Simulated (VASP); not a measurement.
Here is a VASP 6.6.1 calculation.

The input INCAR:

```
SYSTEM = BeS2
PREC = Accurate ; ENCUT = 520
EDIFF = 1E-6 ; ISMEAR = 0
SIGMA = 0.1 ; LREAL = .FALSE.
LASPH = .TRUE. ; NELM = 100
ALGO = Normal ; ISIF = 2
LWAVE = .FALSE. ; LCHARG = .FALSE.
GGA = PE ; NBANDS = 14
```

File KPOINTS:

```
regular mesh
0
G
  16 16 10
  0 0 0
```

The input POSCAR:

```
BeS2
1.0
    3.0702715058      0.0000000000      0.0000000000
    0.0000000000      3.0702715058      0.0000000000
    0.0000000000      0.0000000000      4.9367651379
Be S
1 2
Direct
    0.0000000000      0.0000000000      0.0000000000
    0.5000000000      0.5000000000      0.2427979532
    0.5000000000      0.5000000000      0.7572020468
```

Potentials or basis: VASP PAW PBE potentials, release 64 (Be, S).

Run with:

```bash
$ cat potpaw_PBE.64/Be/POTCAR potpaw_PBE.64/S/POTCAR > POTCAR
$ mpirun -np 1 vasp_std > vasp.out
```

Question: Predict the pressure.

Answer: -0.1 GPa.

Question: What does it give for the largest force?

Answer: 0.032 eV/Å.

Question: What does it give for the band gap on the k mesh?

Answer: Zero (bands 7 and 8 overlap by 2.99 eV).

Stress tensor (GPa, compression positive):
```
-0.11  0.00  0.00
 0.00 -0.11  0.00
 0.00  0.00 -0.19
```
